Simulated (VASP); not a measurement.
# Al (a cell with a defect) in VASP: single point with LDA

Aim: the single point of Al (a cell with a defect) with LDA.

Program: VASP 6.6.1. These are calculated values, not measurements. Logs are shortened: lines on timing, memory, paths and dates and some standing lists are left out, and cuts for length are marked.

## Step 1: The cell of the first run

The cell holds a defect, 33 atoms: a = 8.100 Å, b = 8.100 Å, c = 8.100 Å, α = 90.00°, β = 90.00°, γ = 90.00°.

## Step 2: Single point, LDA

Contents of INCAR:

```
PREC     = Accurate       # precision mode
ENCUT    = 520            # plane-wave cutoff, eV
EDIFF    = 1E-7           # SCF threshold, eV
ISMEAR   = 0              # smearing method
SIGMA    = 0.1            # smearing width, eV
LREAL    = Auto         
LASPH    = T              # aspherical terms in the spheres
NELM     = 100            # most SCF steps
ALGO     = Normal         # electronic algorithm
ISIF     = 2              # what is computed and relaxed
LWAVE    = F              # write WAVECAR
LCHARG   = F              # write CHGCAR
GGA      = CA             # functional
NBANDS   = 72             # bands
```

Contents of KPOINTS:

```
regular mesh
0
Gamma
  2 2 2
```

Contents of POSCAR:

```
Al
1.0
    8.1000000000      0.0000000000      0.0000000000
    0.0000000000      8.1000000000      0.0000000000
    0.0000000000      0.0000000000      8.1000000000
Al
33
Direct
    0.5032370370     -0.0028729630      0.0019935802
    0.7498993827      0.2498783951     -0.0049724691
    0.7544983951      0.0372661728      0.2528034568
   -0.0021396296      0.0072116049      0.0014217284
    0.2462118519      0.2498716049      0.0035004938
    0.5032425926      0.5026286420      0.0019990123
    0.7441920988      0.7498712346     -0.0911039506
    0.2441100000     -0.0027341975      0.2604216049
    0.4863170370      0.2498790123      0.2441033333
    0.7544934568      0.4624902469      0.2528044444
    0.4952083951      0.0366495062      0.5121117284
    0.7458437037      0.2498758025      0.5039783951
    0.7452704938      0.0190617284      0.7430559259
   -0.0021460494      0.4925422222      0.0014202469
    0.2672702469      0.7498814815      0.0242060494
    0.0124106173      0.2498788889      0.2490496296
    0.2441098765      0.5024874074      0.2604260494
    0.6411466667      0.7498807407      0.1903637037
   -0.0145550617      0.0197324691      0.5029480247
    0.2378445679      0.2498761728      0.5074150617
    0.4952070370      0.4630988889      0.5121104938
    0.7624669136      0.7498751852      0.5196393827
    0.2441292593      0.0069165432      0.7553913580
    0.4916269136      0.2498758025      0.7698485185
    0.7452686420      0.4806874074      0.7430512346
   -0.0252446914      0.7498775309      0.2250946914
   -0.0145579012      0.4800179012      0.5029453086
    0.1500614815      0.7498733333      0.5013891358
   -0.0020562963      0.2498744444      0.7555290123
    0.2441246914      0.4928366667      0.7553839506
    0.4686435802      0.7498769136      0.7319703704
    0.0268793827      0.7498809877      0.7844797531
    0.4314779012      0.7498735802      0.3978354321
```

Potentials or basis: VASP PAW LDA potentials, release 64 (Al).

Command:

```sh
$ cat potpaw_LDA.64/Al/POTCAR > POTCAR
$ mpirun -np 1 vasp_std > vasp.out
```

OUTCAR:

```text
PREC = Accurate
   ENCUT = 520
   EDIFF = 1E-7
   ISMEAR = 0
   LREAL = Auto
   LASPH = T
   NELM = 100
   ISIF = 2
   GGA = CA

 ion  position               nearest neighbor table
   1  0.503  0.997  0.002-  18 2.75  15 2.77  24 2.78   9 2.84   2 2.86  13 2.88   3 2.89   7 2.90
                            23 2.90   5 2.92   8 2.96  31 2.98
   2  0.750  0.250  0.995-   3 2.71  10 2.71  25 2.77  13 2.77  24 2.78  29 2.79  14 2.81   4 2.81
                             6 2.86   1 2.86   9 2.94  16 2.96
   3  0.754  0.037  0.253-  18 2.55  12 2.67   2 2.71  16 2.71  19 2.76   9 2.77   4 2.84   1 2.89
                            26 2.94  11 2.97  22 3.18
   4  0.998  0.007  0.001-  32 2.74  26 2.77  29 2.80   2 2.81  16 2.81   5 2.81  23 2.82   3 2.84
                             8 2.90  13 2.93   7 3.02  15 3.02
   5  0.246  0.250  0.004-  24 2.74  16 2.75   9 2.75   4 2.81  14 2.81  23 2.81  30 2.81  29 2.84
                             8 2.92  17 2.92   1 2.92   6 2.92
   6  0.503  0.503  0.002-  18 2.75  15 2.77  24 2.78   9 2.84   2 2.86  25 2.88  10 2.89   7 2.90
                            30 2.90   5 2.92  17 2.96  31 2.98
   7  0.744  0.750  0.909-  18 2.43  32 2.50  25 2.56  13 2.56  31 2.65   6 2.90   1 2.90  14 3.02
                             4 3.02  22 3.16  26 3.17
   8  0.244  0.997  0.260-  33 2.75  15 2.78  16 2.78   9 2.84  20 2.86  19 2.88   4 2.90  11 2.90
                            28 2.90   5 2.92   1 2.96  26 2.98
   9  0.486  0.250  0.244-   5 2.75  10 2.77   3 2.77  21 2.77  11 2.78  17 2.84   8 2.84   6 2.84
[... 11 lines left out ...]
  15  0.267  0.750  0.024-  32 2.75   1 2.77   6 2.77   8 2.78  17 2.78  26 2.87  31 2.87  23 3.02
                            30 3.02   4 3.02  14 3.02  33 3.31  18 3.31
  16  0.012  0.250  0.249-   3 2.71  10 2.71   5 2.75  20 2.78  17 2.78   8 2.78  27 2.78  19 2.78
                            14 2.81   4 2.81   2 2.96  12 2.99
  17  0.244  0.502  0.260-  33 2.75  15 2.78  16 2.78   9 2.84  20 2.86  27 2.88  14 2.90  21 2.90
                            28 2.90   5 2.92   6 2.96  26 2.98
  18  0.641  0.750  0.190-  33 2.39   7 2.43   3 2.55  10 2.55  26 2.72   6 2.75   1 2.75  22 2.84
                            15 3.31
  19  0.985  0.020  0.503-  28 2.56  12 2.69  13 2.75   3 2.76  20 2.77  29 2.77  16 2.78  22 2.84
                             8 2.88  23 2.93  26 3.14  32 3.18
  20  0.238  0.250  0.507-  21 2.71  11 2.71  19 2.77  27 2.77  16 2.78  29 2.80  30 2.81  23 2.81
                            17 2.86   8 2.86   9 2.93  24 2.96
  21  0.495  0.463  0.512-  33 2.55  12 2.67  20 2.71  24 2.71  25 2.76   9 2.77  30 2.84  17 2.90
                            31 2.93  10 2.97  22 3.18
  22  0.762  0.750  0.520-  25 2.84  13 2.84  27 2.84  19 2.84  18 2.84  33 2.86  31 2.94  26 2.94
                            32 3.03  28 3.14   7 3.16  11 3.18  21 3.18  10 3.18   3 3.18
  23  0.244  0.007  0.755-  32 2.74  31 2.77  29 2.80  24 2.81  20 2.81   5 2.81   4 2.82  11 2.84
                             1 2.90  19 2.93  15 3.02  28 3.02
  24  0.492  0.250  0.770-  21 2.71  11 2.71   5 2.74   2 2.78   1 2.78   6 2.78  25 2.79  13 2.79
                            23 2.81  30 2.81  20 2.96  12 2.98
  25  0.745  0.481  0.743-   7 2.56  12 2.69  27 2.75  21 2.76   2 2.77  29 2.77  24 2.79  22 2.84
                             6 2.88  14 2.93  31 3.13  32 3.17
  26  0.975  0.750  0.225-  28 2.65  18 2.72   4 2.77  14 2.77  15 2.87  22 2.94   3 2.94  10 2.94
                             8 2.98  17 2.98  19 3.14  27 3.14   7 3.17
  27  0.985  0.480  0.503-  28 2.56  12 2.69  25 2.75  10 2.76  20 2.77  29 2.77  16 2.78  22 2.84
                            17 2.88  30 2.93  26 3.14  32 3.18
  28  0.150  0.750  0.501-  33 2.43  32 2.50  27 2.56  19 2.56  26 2.65  17 2.90   8 2.90  30 3.02
                            23 3.02  22 3.14  31 3.19
  29  0.998  0.250  0.756-  19 2.77  27 2.77  13 2.77  25 2.77   2 2.79  20 2.80   4 2.80  14 2.80
                            30 2.80  23 2.80   5 2.84  12 2.88
  30  0.244  0.493  0.755-  32 2.74  31 2.77  29 2.80  24 2.81  20 2.81   5 2.81  14 2.82  21 2.84
                             6 2.90  27 2.93  15 3.02  28 3.02
  31  0.469  0.750  0.732-   7 2.65  33 2.72  23 2.77  30 2.77  15 2.87  11 2.93  21 2.93  22 2.94
                             1 2.98   6 2.98  13 3.13  25 3.13  28 3.19
  32  0.027  0.750  0.784-  28 2.50   7 2.50  23 2.74  30 2.74   4 2.74  14 2.74  15 2.75  22 3.03
                            13 3.17  25 3.17  19 3.18  27 3.18
  33  0.431  0.750  0.398-  18 2.39  28 2.43  21 2.55  11 2.55  31 2.72  17 2.75   8 2.75  22 2.86
                            15 3.31

  LATTYP: Found a simple cubic cell.
 ALAT       =     8.1000000000

  Lattice vectors:

 A1 = (   8.1000000000,   0.0000000000,   0.0000000000)
 A2 = (   0.0000000000,   8.1000000000,   0.0000000000)
 A3 = (   0.0000000000,   0.0000000000,   8.1000000000)

Analysis of symmetry for initial positions (statically):
=====================================================================
 Subroutine PRICEL returns:
 Original cell was already a primitive cell.

 Routine SETGRP: Setting up the symmetry group for a
 simple cubic supercell.

 Subroutine GETGRP returns: Found  1 space group operations
 (whereof  1 operations were pure point group operations)
 out of a pool of 48 trial point group operations.

The static configuration has the point symmetry C_1 .

Analysis of symmetry for dynamics (positions and initial velocities):
[... 127 lines left out ...]

 Following reciprocal coordinates:
            Coordinates               Weight
  0.000000  0.000000  0.000000      1.000000
  0.500000  0.000000  0.000000      1.000000
  0.000000  0.500000  0.000000      1.000000
  0.000000  0.000000  0.500000      1.000000
  0.500000  0.500000  0.000000      1.000000
  0.000000  0.500000  0.500000      1.000000
  0.500000  0.000000  0.500000      1.000000
  0.500000  0.500000  0.500000      1.000000
   k-points           NKPTS =      8   k-points in BZ     NKDIM =      8   number of bands    NBANDS=     72
   number of dos      NEDOS =    301   number of ions     NIONS =     33
   total plane-waves  NPLWV = 216000
   dimension x,y,z NGX =    60 NGY =   60 NGZ =   60
   dimension x,y,z NGXF=   120 NGYF=  120 NGZF=  120
   ions per type =              33
   NGX,Y,Z   is equivalent  to a cutoff of  12.31, 12.31, 12.31 a.u.
   NGXF,Y,Z  is equivalent  to a cutoff of  24.63, 24.63, 24.63 a.u.
 SYSTEM =  unknown system
   PREC   = accura    normal or accurate (medium, high low for compatibility)
   ISTART =      0    job   : 0-new  1-cont  2-samecut
   ICHARG =      2    charge: 1-file 2-atom 10-const
   ISPIN  =      1    spin polarized calculation?
   LNONCOLLINEAR =      F non collinear calculations
   LSORBIT =      F    spin-orbit coupling
   LASPH  =      T    aspherical Exc in radial PAW
   ENCUT  =  520.0 eV  38.22 Ry    6.18 a.u.  15.06 15.06 15.06*2*pi/ulx,y,z
   NELM   =    100;   NELMIN=  2; NELMDL= -5     # of ELM steps
   EDIFF  = 0.1E-06   stopping-criterion for ELM
   LREAL  =      T    real-space projection
   EDIFFG = 0.1E-05   stopping-criterion for IOM
   NSW    =      0    number of steps for IOM
   IBRION =     -1    ionic relax: 0-MD 1-quasi-New 2-CG
   NFREE  =      0    steps in history (QN), initial steepest desc. (CG)
   ISIF   =      2    stress and relaxation
   ISYM   =      2    0-nonsym 1-usesym 2-fastsym
   POTIM  = 0.5000    time-step for ionic-motion
   TEBEG  =    0.0;   TEEND  =   0.0 temperature during run
   PSTRESS=    0.0 pullay stress
   NELECT =      99.0000    total number of electrons
   NUPDOWN=      -1.0000    fix difference up-down
   EMIN   =  10.00;   EMAX   =-10.00  energy-range for DOS
   EFERMI =   0.00;   METHOD = LEGACY
   ISMEAR =     0;   SIGMA  =   0.10  broadening in eV -4-tet -1-fermi 0-gaus
   EFERMI_NEDOS =   21; number of points for ismear=-14 and -15
   IALGO  =     38    algorithm
   IMIX   =      4    mixing-type and parameters
     AMIX     =   0.40;   BMIX     =  1.00
     AMIX_MAG =   1.60;   BMIX_MAG =  1.00
  volume/ion in A,a.u.               =      16.10       108.68
  Fermi-wavevector in a.u.,A,eV,Ry     =   0.934978  1.766853 11.894002  0.874184
  Thomas-Fermi vector in A             =   2.061839
   LORBIT       =      0    0 simple, 1 ext, 2 COOP (PROOUT), +10 PAW based schemes
   GGA     = CA    functional components
   LHFCALC =     F    Hartree Fock is set to
   AEXX    =    0.0000 exact exchange contribution
   IVDW    =     0    specifies the selected vdW correction
   LEPSILON=     F    determine dielectric tensor
   LRPA    =     F    only Hartree local field effects (RPA)
 non-spin polarized calculation
 Gauss-broadening in eV      SIGMA  =   0.10
  energy-cutoff  :      520.00
  volume of cell :      531.44
 maximum number of plane-waves:     14400
   NGX = 31   NGY = 31   NGZ = 31

 number of electron      99.0000000 magnetization

 Free energy of the ion-electron system (eV)
  ---------------------------------------------------
  ext. energy  EPLUGINS =         0.00000000
  ---------------------------------------------------
  free energy    TOTEN  =      -136.03684240 eV

  energy without entropy =     -135.98844231  energy(sigma->0) =     -136.01264235

 E-fermi :   7.7407     XC(G=0): -10.4170

 val. band max:        7.7175856686   @ k =   0.0000   0.5000   0.0000
 cond. band min:       7.7534592981   @ k =   0.0000   0.0000   0.5000
 fundamental gap:      0.0358736295
 Fermi energy:         7.7406932380

 k-point     1 :       0.0000    0.0000    0.0000
  band No.  band energies     occupation
      1      -3.2663      2.00000
      2      -1.1848      2.00000
      3      -1.0955      2.00000
      4      -1.0451      2.00000
      5      -1.0394      2.00000
      6      -0.9469      2.00000
[... 501 lines left out ...]
     60      10.8093      0.00000
     61      10.9629      0.00000
 [bands above 61 left out]

------------------------ aborting loop because EDIFF is reached ----------------------------------------

  FORCE on cell =-STRESS in cart. coord.  units (eV):
  Direction    XX          YY          ZZ          XY          YZ          ZX
  --------------------------------------------------------------------------------------
  -------------------------------------------------------------------------------------
  Total        4.2535421     10.0669800      4.2550677     -0.0011323      0.0006647     -4.3889854
  in kB       12.8234908     30.3497229     12.8280900     -0.0034135      0.0020040    -13.2318224
  external PRESSURE =      18.6671012 kB  Pullay stress =       0.0000000 kB

 VOLUME and BASIS-vectors are now :
 -----------------------------------------------------------------------------
  energy-cutoff  :      520.00
  volume of cell :      531.44
      direct lattice vectors                 reciprocal lattice vectors
     8.100000000  0.000000000  0.000000000     0.123456790  0.000000000  0.000000000
     0.000000000  8.100000000  0.000000000     0.000000000  0.123456790  0.000000000
     0.000000000  0.000000000  8.100000000     0.000000000  0.000000000  0.123456790

 POSITION                                       TOTAL-FORCE (eV/Angst)
 -----------------------------------------------------------------------------------
      4.07622      8.07673      0.01615        -0.002606      0.002653     -0.001782
      6.07418      2.02402      8.05972        -0.002032     -0.000768      0.004011
      6.11144      0.30186      2.04771         0.002797     -0.003706     -0.000614
      8.08267      0.05841      0.01152         0.001386     -0.001339      0.002247
      1.99432      2.02396      0.02835         0.001376      0.000236     -0.001179
      4.07627      4.07129      0.01619        -0.003204     -0.003084     -0.002040
[... 25 lines left out ...]
      0.21772      6.07404      6.35429        -0.004473      0.000060      0.000302
      3.49497      6.07398      3.22247         0.000244      0.000169      0.000579
 -----------------------------------------------------------------------------------
    total drift:                                0.002258      0.000839     -0.014103

  FREE ENERGIE OF THE ION-ELECTRON SYSTEM (eV)
  ---------------------------------------------------
  free  energy   TOTEN  =      -136.0368423953 eV

  energy  without entropy=     -135.9884423090  energy(sigma->0) =     -136.01264235
```

Wall time 5.6 min (1 thread of Intel Xeon Platinum 8375C at 2.90GHz (Ice Lake), shared host); peak memory 0.46 GiB.

Results:

```
Free energy            : -136.0368 eV
Pressure               : 1.9 GPa
Largest force          : 0.009 eV/Å
Band gap on the k mesh : zero (an odd number of electrons rules out a gap without spin polarisation)
```

Forces on the atoms (eV/Å):
```
Al  -0.003  0.003 -0.002
Al  -0.002 -0.001  0.004
Al   0.003 -0.004 -0.001
Al   0.001 -0.001  0.002
Al   0.001  0.000 -0.001
Al  -0.003 -0.003 -0.002
Al   0.007  0.000  0.003
Al   0.000 -0.002  0.000
Al  -0.001  0.000  0.000
Al   0.003  0.003  0.000
Al   0.001 -0.003  0.001
Al   0.001  0.001  0.002
Al   0.001  0.001  0.000
Al   0.002  0.001  0.002
Al  -0.004 -0.001  0.006
Al   0.000  0.000 -0.001
Al   0.000  0.002  0.000
Al  -0.009  0.000 -0.003
Al  -0.001 -0.004 -0.002
Al   0.000  0.000  0.002
Al   0.001  0.003  0.001
Al   0.000  0.000  0.000
Al   0.001  0.000 -0.001
Al  -0.002  0.000 -0.003
Al   0.001 -0.001  0.001
Al   0.002  0.001  0.001
Al  -0.001  0.003 -0.002
Al   0.005  0.000 -0.001
Al   0.002  0.001 -0.001
Al   0.000  0.000 -0.001
Al  -0.004  0.000 -0.002
Al  -0.004  0.000  0.000
Al   0.000  0.000  0.001
```

Caveat: the k points lie up to 0.39 Å⁻¹ apart, too coarse for converged energies and pressures of a metal.
